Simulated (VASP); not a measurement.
The system is NaI.

```
I Na
1.0
     0.00000    3.19266    3.19266
     3.19266    0.00000    3.19266
     3.19266    3.19266    0.00000
I Na
1 1
Direct
  0.50000 0.50000 0.50000
  0.00000 0.00000 0.00000
```

Base run:

```yaml
Program: VASP 6.6.1
Functional: LDA
Potentials_or_basis: VASP PAW LDA potentials, release 64 (I, Na_pv)
Cutoff: 520 eV
k_mesh: 7 × 7 × 7
Occupations: fermi-dirac, width 0.05 eV
Spin: no spin polarisation
```

Its results: band gap on the k mesh 3.46 eV, direct; pressure -1.0 GPa.

**Question.** The run is repeated on the same cell with these changes: functional from LDA to PBEsol; potentials or basis from VASP PAW LDA potentials, release 64 (I, Na_pv) to VASP PAW PBE potentials, release 64 (I, Na_pv). What comes out?

**Answer.** Band gap on the k mesh 3.61 eV, direct; pressure 0.2 GPa.

Caveats: spin-orbit coupling is left out, which moves the levels of the heavy elements; the PAW data sets were made with another functional, which shifts forces and pressure a little (some runs).

